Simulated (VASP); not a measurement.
# Co (P6_3/mmc) in VASP: further runs, part 2 of 2

VASP 6.6.1. The steps go on from the part before.

### 3 Single point, PBE, collinear spin, ferromagnetic start

INCAR

```
SYSTEM = Co
PREC = Accurate
ENCUT = 520
EDIFF = 1E-6
ISMEAR = -1
SIGMA = 0.1
LREAL = .FALSE.
LASPH = .TRUE.
NELM = 150
ALGO = Normal
ISIF = 2
LWAVE = .FALSE.
LCHARG = .FALSE.
ISPIN = 2
MAGMOM = 1.7 1.7
LORBIT = 11
LMAXMIX = 4
GGA = PE
NBANDS = 20
```

KPOINTS

```
Automatic mesh
0
G
  15 15 8
  0 0 0
```

POSCAR

```
Co
1.0
    1.2465198931     -2.1590357875      0.0000000000
    1.2465198931      2.1590357875      0.0000000000
    0.0000000000      0.0000000000      4.0369295127
Co
2
Direct
    0.6666666670      0.3333333330      0.2500000000
    0.3333333330      0.6666666670      0.7500000000
```

Potentials or basis: VASP PAW PBE potentials, release 64 (Co).

On the command line:

```bash
cat potpaw_PBE.64/Co/POTCAR > POTCAR
mpirun -np 1 vasp_std > vasp.out
```

Run time: 1.7 min. Hardware: 1 thread of Intel Xeon Platinum 8488C (Sapphire Rapids), shared host; peak memory 0.2 GiB.

The run converged. Its results:

| Quantity | Value |
| --- | --- |
| Free energy | -14.1018 eV |
| Pressure | -0.5 GPa |
| Net moment | 3.23 μB per cell |
| Site moments | Co +1.63 μB |
| Valence electrons inside the program's atomic spheres | Co 8.27 |

Stress tensor (GPa, compression positive):
```
-0.43  0.00  0.00
 0.00 -0.43  0.00
 0.00  0.00 -0.65
```

Levels at points of the mesh, in eV from the Fermi level:
Spin up:
```
           k point  band 8  band 9  band 10  band 11  band 12  band 13  band 14  band 15
(0.00, 0.00, 0.00)   -1.93   -1.93    -0.84    -0.84    -0.09     6.32    21.98    24.54
(0.00, 0.00, 0.50)   -2.65   -1.15    -1.15    -1.15    -1.15    14.97    14.97    22.71
```
Spin down:
| k point | band 5 | band 6 | band 7 | band 8 | band 9 | band 10 |
| --- | --- | --- | --- | --- | --- | --- |
| (0.00, 0.00, 0.00) | -0.95 | -0.58 | -0.58 | -0.16 | -0.16 | -0.15 |
| (0.00, 0.00, 0.50) | -1.01 | -1.01 | -1.01 | -1.01 | 0.72 | 0.72 |

### 4 Single point, PBE, collinear spin, ferromagnetic start

INCAR

```
PREC = Accurate ; ENCUT = 520
EDIFF = 1E-7 ; ISMEAR = -1
SIGMA = 0.1 ; LREAL = F
LASPH = T ; NELM = 150
ALGO = Normal ; ISIF = 2
LWAVE = F ; LCHARG = F
ISPIN = 2 ; MAGMOM = 1.7 1.7
LORBIT = 11 ; LMAXMIX = 4
GGA = PE ; NBANDS = 20
```

KPOINTS

```
regular mesh
0
Gamma
  20 20 11
```

POSCAR

```
Co
1.0
    2.4930397862      0.0000000000      0.0000000000
   -1.2465198931      2.1590357875      0.0000000000
    0.0000000000      0.0000000000      4.0369295127
Co
2
Direct
    0.3333333333      0.6666666667      0.2500000000
    0.6666666667      0.3333333333      0.7500000000
```

Potentials or basis: VASP PAW PBE potentials, release 64 (Co).

On the command line:

```bash
cat potpaw_PBE.64/Co/POTCAR > POTCAR
mpirun -np 1 vasp_std > vasp.out
```

OUTCAR:

```text
PREC = Accurate
   ENCUT = 520
   EDIFF = 1E-7
   ISMEAR = -1
   LREAL = F
   LASPH = T
   NELM = 150
   ISIF = 2
   ISPIN = 2
   LORBIT = 11
   GGA = PE

 ion  position               nearest neighbor table
   1  0.333  0.667  0.250-   2 2.48   2 2.48   2 2.48   2 2.48   2 2.48   2 2.48
   2  0.667  0.333  0.750-   1 2.48   1 2.48   1 2.48   1 2.48   1 2.48   1 2.48

  LATTYP: Found a hexagonal cell.
 ALAT       =     2.4930397862
 C/A-ratio  =     1.6192800191

  Lattice vectors:

 A1 = (   2.4930397862,   0.0000000000,   0.0000000000)
 A2 = (  -1.2465198931,   2.1590357875,   0.0000000000)
 A3 = (   0.0000000000,   0.0000000000,   4.0369295127)

Analysis of symmetry for initial positions (statically):
=====================================================================
 Subroutine PRICEL returns:
 Original cell was already a primitive cell.

 Routine SETGRP: Setting up the symmetry group for a
 hexagonal supercell.

[... 751 lines left out ...]
      2       6.0520      1.00000
      3       9.2465      0.99995
      4       9.2827      0.99993
      5       9.2827      0.99993
      6       9.6452      0.99733
[... 541 lines left out ...]
     19      34.7998      0.00000
     20      35.8451      0.00000

 [... further k-points ...]

------------------------ aborting loop because EDIFF is reached ----------------------------------------

  FORCE on cell =-STRESS in cart. coord.  units (eV):
  Direction    XX          YY          ZZ          XY          YZ          ZX
  --------------------------------------------------------------------------------------
  -------------------------------------------------------------------------------------
  Total       -0.0904465     -0.0904465     -0.1088892      0.0000000      0.0000000      0.0000000
  in kB       -6.6690223     -6.6690223     -8.0288809      0.0000000      0.0000000      0.0000000
  external PRESSURE =      -7.1223085 kB  Pullay stress =       0.0000000 kB

 VOLUME and BASIS-vectors are now :
 -----------------------------------------------------------------------------
  energy-cutoff  :      520.00
  volume of cell :       21.73
      direct lattice vectors                 reciprocal lattice vectors
     2.493039786  0.000000000  0.000000000     0.401116743  0.231584860  0.000000000
    -1.246519893  2.159035788  0.000000000     0.000000000  0.463169719  0.000000000
     0.000000000  0.000000000  4.036929513     0.000000000  0.000000000  0.247713020

 POSITION                                       TOTAL-FORCE (eV/Angst)
 -----------------------------------------------------------------------------------
     -0.00000      1.43936      1.00923         0.000000     -0.000000      0.000000
      1.24652      0.71968      3.02770        -0.000000      0.000000      0.000000
 -----------------------------------------------------------------------------------
    total drift:                                0.000000     -0.000000     -0.000000

  FREE ENERGIE OF THE ION-ELECTRON SYSTEM (eV)
  ---------------------------------------------------
  free  energy   TOTEN  =       -14.1011278673 eV

  energy  without entropy=      -14.0406931175  energy(sigma->0) =      -14.07091049

 total charge

# of ion       s       p       d       tot
------------------------------------------
    1        0.488   0.520   7.263   8.270
    2        0.488   0.520   7.263   8.270
--------------------------------------------------
tot          0.976   1.039  14.526  16.541

 magnetization (x)

# of ion       s       p       d       tot
------------------------------------------
    1       -0.015  -0.054   1.689   1.620
    2       -0.015  -0.054   1.689   1.620
--------------------------------------------------
tot         -0.030  -0.109   3.378   3.240
```

OSZICAR:

```text
N       E                     dE             d eps       ncg     rms          rms(c)
DAV:   1     0.842511391975E+02    0.84251E+02   -0.78892E+03 22304   0.119E+03
DAV:   2    -0.117515509557E+02   -0.96003E+02   -0.86530E+02 21420   0.216E+02
DAV:   3    -0.161752027299E+02   -0.44237E+01   -0.42384E+01 24040   0.558E+01
DAV:   4    -0.162423126210E+02   -0.67110E-01   -0.67058E-01 25860   0.607E+00
DAV:   5    -0.162442558710E+02   -0.19433E-02   -0.19432E-02 24504   0.990E-01    0.148E+01
DAV:   6    -0.145414272118E+02    0.17028E+01   -0.75391E+00 24068   0.566E+01    0.737E+00
DAV:   7    -0.141314893393E+02    0.40994E+00   -0.12271E+00 24896   0.208E+01    0.377E+00
DAV:   8    -0.141158429880E+02    0.15646E-01   -0.18190E-02 27376   0.129E+00    0.184E+00
DAV:   9    -0.141008060224E+02    0.15037E-01   -0.30433E-03 33812   0.932E-01    0.599E-01
DAV:  10    -0.141011786310E+02   -0.37261E-03   -0.53804E-04 28944   0.312E-01    0.284E-01
DAV:  11    -0.141011313073E+02    0.47324E-04   -0.18567E-04 30144   0.211E-01    0.268E-02
DAV:  12    -0.141011281583E+02    0.31491E-05   -0.18169E-05 22576   0.330E-02    0.150E-02
DAV:  13    -0.141011278819E+02    0.27636E-06   -0.21798E-06 32816   0.165E-02    0.960E-03
DAV:  14    -0.141011278673E+02    0.14641E-07   -0.42742E-07 23212   0.580E-03
   1 F= -.14101128E+02 E0= -.14070910E+02  d E =-.604347E-01  mag=     3.1992
```

Run time: 2.5 min. Hardware: 1 thread of Intel Xeon Platinum 8488C (Sapphire Rapids), shared host; peak memory 0.26 GiB.

What came out:

```
Free energy                                           : -14.1011 eV
Pressure                                              : -0.7 GPa
Net moment                                            : 3.20 μB per cell
Site moments                                          : Co +1.62 μB
Valence electrons inside the program's atomic spheres : Co 8.27
```
